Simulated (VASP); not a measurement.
# Si16O (a cell with a defect) in VASP: notebook

The runs below take Si16O (a cell with a defect) through single point, with PBEsol.

Everything below comes from runs of VASP 6.6.1. Logs are shortened: lines on timing, memory, paths and dates and some standing lists are left out, and cuts for length are marked.

## (1) The cell of the first run

The cell holds a defect, 17 atoms: a = 7.679 Å, b = 7.679 Å, c = 7.679 Å, α = 60.00°, β = 60.00°, γ = 60.00°.

## (2) Single point, PBEsol, collinear spin, ferromagnetic start

INCAR reads:

```
PREC = Accurate
ENCUT = 520
EDIFF = 1E-6
ISMEAR = -1
SIGMA = 0.05
LREAL = Auto
LASPH = T
NELM = 150
ALGO = Normal
ISIF = 2
LWAVE = F
LCHARG = T
ISPIN = 2
MAGMOM = 0 0 0 0 0 0 0 0 0 0 0 0 0 0 0 0 1
LORBIT = 11
GGA = PS
LELF = T
LVHAR = T
NBANDS = 53
```

KPOINTS reads:

```
regular mesh
0
Gamma
  2 2 2
```

POSCAR reads:

```
Si16O
1.0
    0.0000000000      5.4300000000      5.4300000000
    5.4300000000      0.0000000000      5.4300000000
    5.4300000000      5.4300000000      0.0000000000
Si O
16 1
Direct
    0.0702486188     -0.0459023941      0.0777624309
    0.1525966851      0.1600920810      0.1389318600
   -0.0483977901      0.0292449355      0.5542725599
   -0.0218047882      0.1775322284      0.7451381215
    0.0514180479      0.5367955801      0.0077900552
    0.2474309392      0.5803959484      0.1333793738
   -0.0435543278      0.5250828729      0.5724861878
    0.1287016575      0.6447237569      0.6490331492
    0.5026427256     -0.0414640884      0.0938397790
    0.6121086556      0.1105064457      0.1972467772
    0.3873296501      0.0878821363      0.5527255985
    0.5611049724      0.1471454880      0.7048434622
    0.6510773481      0.4196408840     -0.0244106814
    0.6876335175      0.5815377532      0.1648895028
    0.4851197053      0.4824861878      0.5466114180
    0.5885819521      0.6413996317      0.6606998158
    0.8121915285      0.9634438306      0.2774401473
```

Potentials or basis: VASP PAW PBE potentials, release 64 (Si, O).

Started as:

```
> cat potpaw_PBE.64/Si/POTCAR potpaw_PBE.64/O/POTCAR > POTCAR
> mpirun -np 1 vasp_std > vasp.out
```

OUTCAR:

```text
PREC = Accurate
   ENCUT = 520
   EDIFF = 1E-6
   ISMEAR = -1
   LREAL = Auto
   LASPH = T
   NELM = 150
   ISIF = 2
   ISPIN = 2
   LORBIT = 11
   GGA = PS

 ion  position               nearest neighbor table
   1  0.070  0.954  0.078-  17 1.79   2 2.27   6 2.39   4 2.49  10 2.88
   2  0.153  0.160  0.139-   1 2.27   9 2.28   5 2.37   3 2.64
   3  0.952  0.029  0.554-   4 2.38   8 2.43  12 2.45   2 2.64
   4  0.978  0.178  0.745-   7 2.27   3 2.38   1 2.49  11 2.60  13 2.66
   5  0.051  0.537  0.008-   8 2.28  14 2.34   6 2.36   2 2.37
   6  0.247  0.580  0.133-   5 2.36   1 2.39  13 2.55   7 2.92
   7  0.956  0.525  0.572-   4 2.27  16 2.32   8 2.34  13 2.81   6 2.92
   8  0.129  0.645  0.649-  15 2.25   5 2.28   7 2.34   3 2.43
   9  0.503  0.959  0.094-   2 2.28  10 2.30  14 2.40  12 2.49
  10  0.612  0.111  0.197-  17 1.59  13 2.19   9 2.30  11 2.36   1 2.88
  11  0.387  0.088  0.553-  10 2.36  12 2.46   4 2.60  16 2.82
  12  0.561  0.147  0.705-  15 2.13   3 2.45  11 2.46   9 2.49
  13  0.651  0.420  0.976-  10 2.19  16 2.28  14 2.51   6 2.55   4 2.66   7 2.81
  14  0.688  0.582  0.165-   5 2.34   9 2.40  15 2.45  13 2.51
  15  0.485  0.482  0.547-  12 2.13   8 2.25  16 2.37  14 2.45
  16  0.589  0.641  0.661-  13 2.28   7 2.32  15 2.37  11 2.82
  17  0.812  0.963  0.277-  10 1.59   1 1.79

  LATTYP: Found a face centered cubic cell.
 ALAT       =    10.8600000000

  Lattice vectors:

 A1 = (   0.0000000000,   5.4300000000,   5.4300000000)
 A2 = (   5.4300000000,   0.0000000000,   5.4300000000)
 A3 = (   5.4300000000,   5.4300000000,   0.0000000000)

Analysis of symmetry for initial positions (statically):
=====================================================================
 Subroutine PRICEL returns:
 Original cell was already a primitive cell.

 Routine SETGRP: Setting up the symmetry group for a
 face centered cubic supercell.

 Subroutine GETGRP returns: Found  1 space group operations
 (whereof  1 operations were pure point group operations)
 out of a pool of 48 trial point group operations.

The static configuration has the point symmetry C_1 .

Analysis of symmetry for dynamics (positions and initial velocities):
=====================================================================
 Subroutine PRICEL returns:
 Original cell was already a primitive cell.

 Routine SETGRP: Setting up the symmetry group for a
 face centered cubic supercell.

 Subroutine GETGRP returns: Found  1 space group operations
 (whereof  1 operations were pure point group operations)
 out of a pool of 48 trial point group operations.

The dynamic configuration has the point symmetry C_1 .

Analysis of structural, dynamic, and magnetic symmetry:
=====================================================================
 Subroutine PRICEL returns:
 Original cell was already a primitive cell.

 Routine SETGRP: Setting up the symmetry group for a
 face centered cubic supercell.

 Subroutine GETGRP returns: Found  1 space group operations
 (whereof  1 operations were pure point group operations)
 out of a pool of 48 trial point group operations.

The overall configuration has the point symmetry C_1 .

 Subroutine INISYM returns: Found  1 space group operations
 (whereof  1 operations are pure point group operations),
 and found     1 'primitive' translations

----------------------------------------------------------------------------------------

                                     Primitive cell

  volume of cell :     320.2060

  direct lattice vectors                    reciprocal lattice vectors
     0.000000000  5.430000000  5.430000000    -0.092081031  0.092081031  0.092081031
     5.430000000  0.000000000  5.430000000     0.092081031 -0.092081031  0.092081031
     5.430000000  5.430000000  0.000000000     0.092081031  0.092081031 -0.092081031

  length of vectors
     7.679179644  7.679179644  7.679179644     0.159489025  0.159489025  0.159489025
[... 75 lines left out ...]
  0.500000  0.000000  0.500000      1.000000
   k-points           NKPTS =      8   k-points in BZ     NKDIM =      8   number of bands    NBANDS=     53
   number of dos      NEDOS =    301   number of ions     NIONS =     17
   total plane-waves  NPLWV = 216000
   dimension x,y,z NGX =    60 NGY =   60 NGZ =   60
   dimension x,y,z NGXF=   120 NGYF=  120 NGZF=  120
   ions per type =              16   1
   NGX,Y,Z   is equivalent  to a cutoff of  12.99, 12.99, 12.99 a.u.
   NGXF,Y,Z  is equivalent  to a cutoff of  25.98, 25.98, 25.98 a.u.
 SYSTEM =  unknown system
   PREC   = accura    normal or accurate (medium, high low for compatibility)
   ISTART =      0    job   : 0-new  1-cont  2-samecut
   ICHARG =      2    charge: 1-file 2-atom 10-const
   ISPIN  =      2    spin polarized calculation?
   LNONCOLLINEAR =      F non collinear calculations
   LSORBIT =      F    spin-orbit coupling
   LASPH  =      T    aspherical Exc in radial PAW
   ENCUT  =  520.0 eV  38.22 Ry    6.18 a.u.  14.28 14.28 14.28*2*pi/ulx,y,z
   NELM   =    150;   NELMIN=  2; NELMDL= -5     # of ELM steps
   EDIFF  = 0.1E-05   stopping-criterion for ELM
   LREAL  =      T    real-space projection
   EDIFFG = 0.1E-04   stopping-criterion for IOM
   NSW    =      0    number of steps for IOM
   IBRION =     -1    ionic relax: 0-MD 1-quasi-New 2-CG
   NFREE  =      0    steps in history (QN), initial steepest desc. (CG)
   ISIF   =      2    stress and relaxation
   ISYM   =      2    0-nonsym 1-usesym 2-fastsym
   POTIM  = 0.5000    time-step for ionic-motion
   TEBEG  =    0.0;   TEEND  =   0.0 temperature during run
   PSTRESS=    0.0 pullay stress
   NELECT =      70.0000    total number of electrons
   NUPDOWN=      -1.0000    fix difference up-down
   EMIN   =  10.00;   EMAX   =-10.00  energy-range for DOS
   EFERMI =   0.00;   METHOD = LEGACY
   ISMEAR =    -1;   SIGMA  =   0.05  broadening in eV -4-tet -1-fermi 0-gaus
   EFERMI_NEDOS =   21; number of points for ismear=-14 and -15
   IALGO  =     38    algorithm
   IMIX   =      4    mixing-type and parameters
     AMIX     =   0.40;   BMIX     =  1.00
     AMIX_MAG =   1.60;   BMIX_MAG =  1.00
  volume/ion in A,a.u.               =      18.84       127.11
  Fermi-wavevector in a.u.,A,eV,Ry     =   0.986199  1.863645 13.232857  0.972588
  Thomas-Fermi vector in A             =   2.117562
   LORBIT       =     11    0 simple, 1 ext, 2 COOP (PROOUT), +10 PAW based schemes
   GGA     = PS    functional components
   LHFCALC =     F    Hartree Fock is set to
   AEXX    =    0.0000 exact exchange contribution
   IVDW    =     0    specifies the selected vdW correction
   LEPSILON=     F    determine dielectric tensor
   LRPA    =     F    only Hartree local field effects (RPA)
 spin polarized calculation
  energy-cutoff  :      520.00
  volume of cell :      320.21
 maximum number of plane-waves:      8646
 NGX is ok and might be reduce to    60
   NGX = 29   NGY = 29   NGZ = 29

 number of electron      70.0000002 magnetization       0.0007764

 number of electron      70.0000002 magnetization      -0.0000325

 Free energy of the ion-electron system (eV)
  ---------------------------------------------------
  ext. energy  EPLUGINS =         0.00000000
  ---------------------------------------------------
  free energy    TOTEN  =       -94.41798497 eV

  energy without entropy =      -94.39776355  energy(sigma->0) =      -94.40787426

 E-fermi :   6.0128     XC(G=0):  -9.7522

 val. band max:        5.8916245507   @ k =   0.0000   0.5000   0.0000
 cond. band min:       6.0681363574   @ k =   0.0000   0.0000   0.0000
 fundamental gap:      0.1765118067
 Fermi energy:         6.0128384920

 spin component 1

 k-point     1 :       0.0000    0.0000    0.0000
  band No.  band energies     occupation
      1     -14.4553      1.00000
      2      -6.0512      1.00000
      3      -4.2447      1.00000
      4      -4.0344      1.00000
      5      -3.8011      1.00000
      6      -3.3981      1.00000
[... 389 lines left out ...]
     46       9.7247      0.00000
     47      10.0825      0.00000
 Fermi energy:         6.0128384920

 spin component 2

 k-point     1 :       0.0000    0.0000    0.0000
  band No.  band energies     occupation
      1     -14.4553      1.00000
      2      -6.0512      1.00000
      3      -4.2447      1.00000
      4      -4.0344      1.00000
      5      -3.8011      1.00000
      6      -3.3981      1.00000
[... 389 lines left out ...]
     46       9.7247      0.00000
     47      10.0825      0.00000
 [bands above 47 left out]

------------------------ aborting loop because EDIFF is reached ----------------------------------------

  FORCE on cell =-STRESS in cart. coord.  units (eV):
  Direction    XX          YY          ZZ          XY          YZ          ZX
  --------------------------------------------------------------------------------------
  -------------------------------------------------------------------------------------
  Total       -4.3314481      4.1600686      3.7619796     -2.9845679      0.5557648      4.5707977
  in kB      -21.6727593     20.8152480     18.8233768    -14.9335330      2.7808154     22.8703653
  external PRESSURE =       5.9886218 kB  Pullay stress =       0.0000000 kB

 VOLUME and BASIS-vectors are now :
 -----------------------------------------------------------------------------
  energy-cutoff  :      520.00
  volume of cell :      320.21
      direct lattice vectors                 reciprocal lattice vectors
     0.000000000  5.430000000  5.430000000    -0.092081031  0.092081031  0.092081031
     5.430000000  0.000000000  5.430000000     0.092081031 -0.092081031  0.092081031
     5.430000000  5.430000000  0.000000000     0.092081031  0.092081031 -0.092081031

 POSITION                                       TOTAL-FORCE (eV/Angst)
 -----------------------------------------------------------------------------------
      5.60300      0.80370      5.56220        -0.003106     -1.270416     -1.036201
      1.62370      1.58300      1.69790         1.366945      0.780882     -1.014314
      3.16850      8.17690      5.32600        -0.381586     -0.716592      0.432038
      5.01010      9.35770      6.27560        -1.466914      1.847324     -0.065838
      2.95710      0.32150      3.19400         0.113290      0.866473     -0.361384
      3.87580      2.06780      4.49510         1.043738      0.145189     -0.328905
[... 9 lines left out ...]
      7.07040      6.78360      6.67880         0.951766     -1.646969      0.920754
      6.73800      5.91670      9.64170        -1.951638      2.657834      1.595453
 -----------------------------------------------------------------------------------
    total drift:                               -0.003330     -0.005636      0.001889

  FREE ENERGIE OF THE ION-ELECTRON SYSTEM (eV)
  ---------------------------------------------------
  free  energy   TOTEN  =       -94.4179849743 eV

  energy  without entropy=      -94.3977635489  energy(sigma->0) =      -94.40787426

 total charge

# of ion       s       p       d       tot
------------------------------------------
    1        0.760   0.846   0.000   1.606
    2        0.759   0.922   0.000   1.681
    3        0.764   0.836   0.000   1.600
    4        0.769   0.888   0.000   1.657
    5        0.756   0.938   0.000   1.694
    6        0.790   0.812   0.000   1.602
[... 9 lines left out ...]
   16        0.775   0.870   0.000   1.646
   17        1.575   3.551   0.000   5.126
--------------------------------------------------
tot         13.847  17.875   0.000  31.722

 magnetization (x)

# of ion       s       p       d       tot
------------------------------------------
    1       -0.000   0.000   0.000   0.000
    2       -0.000   0.000   0.000  -0.000
    3       -0.000   0.000   0.000   0.000
    4        0.000   0.000   0.000   0.000
    5       -0.000   0.000   0.000  -0.000
    6       -0.000   0.000   0.000  -0.000
[... 9 lines left out ...]
   16       -0.000  -0.000   0.000  -0.000
   17        0.000  -0.000   0.000  -0.000
--------------------------------------------------
tot         -0.000   0.000   0.000  -0.000
```

It took 6.2 min on 1 thread of Intel Xeon 6975P-C (Granite Rapids), shared host; peak memory 0.71 GiB.

What came out:

- Free energy: -94.4180 eV
- Pressure: 0.6 GPa
- Largest force: 3.663 eV/Å
- Band gap on the k mesh: 0.18 eV
- Net moment: 0.00 μB per cell
- Valence electrons inside the program's atomic spheres: Si 1.61, 1.68, 1.60, 1.66, 1.69, 1.64, 1.71, 1.74, 1.59, 1.62, 1.73, 1.65 (each value once); O 5.13

Forces in eV/Å, atoms in the order of the input:
```
Si  -0.003 -1.270 -1.036
Si   1.367  0.781 -1.014
Si  -0.382 -0.717  0.432
Si  -1.467  1.847 -0.066
Si   0.113  0.866 -0.361
Si   1.044  0.145 -0.329
Si  -1.039 -0.512  1.467
Si   0.872 -1.341 -0.020
Si  -1.000 -0.537  0.751
Si   0.710 -1.199 -1.970
Si   0.270  0.907 -1.138
Si  -2.194  1.922 -2.083
Si   2.021 -0.448  0.738
Si   0.254 -0.591 -0.665
Si   0.434 -0.864  2.778
Si   0.952 -1.647  0.921
O   -1.952  2.658  1.595
```

Stress tensor (GPa, compression positive):
```
-2.17 -1.49  2.29
-1.49  2.08  0.28
 2.29  0.28  1.88
```

Levels at points of the mesh, in eV from the valence-band top:
Spin up:
```csv
k point,band 33,band 34,band 35,band 36,band 37,band 38
"(0.00, 0.00, 0.00)",-0.21,-0.05,-0.02,0.18,0.46,0.63
"(0.50, 0.00, 0.00)",-0.48,-0.14,0.00,0.80,1.08,1.16
"(0.00, 0.50, 0.00)",-0.72,-0.43,0.00,0.35,0.84,1.28
"(0.00, 0.00, 0.50)",-0.84,-0.52,-0.23,0.58,0.99,1.12
"(0.50, 0.50, 0.50)",-0.91,-0.52,-0.22,0.48,0.95,1.05
"(0.50, 0.50, 0.00)",-0.97,-0.72,-0.44,1.14,1.24,1.57
"(0.00, 0.50, 0.50)",-0.96,-0.77,-0.53,0.96,1.46,1.80
"(0.50, 0.00, 0.50)",-0.77,-0.47,-0.24,0.67,1.03,1.36
```
Spin down:
```
           k point  band 32  band 33  band 34  band 35  band 36  band 37  band 38  band 39
(0.00, 0.00, 0.00)    -0.54    -0.21    -0.05    -0.02     0.18     0.46     0.63     0.93
(0.50, 0.00, 0.00)    -0.92    -0.48    -0.14     0.00     0.80     1.08     1.16     1.46
(0.00, 0.50, 0.00)    -1.17    -0.72    -0.43     0.00     0.35     0.84     1.28     1.45
(0.00, 0.00, 0.50)    -1.09    -0.84    -0.52    -0.23     0.58     0.99     1.12     1.46
(0.50, 0.50, 0.50)    -0.94    -0.91    -0.52    -0.22     0.48     0.95     1.05     1.43
(0.50, 0.50, 0.00)    -1.19    -0.97    -0.72    -0.44     1.14     1.24     1.57     1.70
(0.00, 0.50, 0.50)    -1.12    -0.96    -0.77    -0.53     0.96     1.46     1.80     2.04
(0.50, 0.00, 0.50)    -1.03    -0.77    -0.47    -0.24     0.67     1.03     1.36     1.63
```

Caveat: the k points lie up to 0.50 Å⁻¹ apart; the atoms stand as in a frame of molecular dynamics; the PAW data sets were made with another functional, which shifts forces and pressure a little.

(Part 1 of 2 ends here.)

The gap in the log of VASP goes by the Fermi energy; the results here count the filled bands.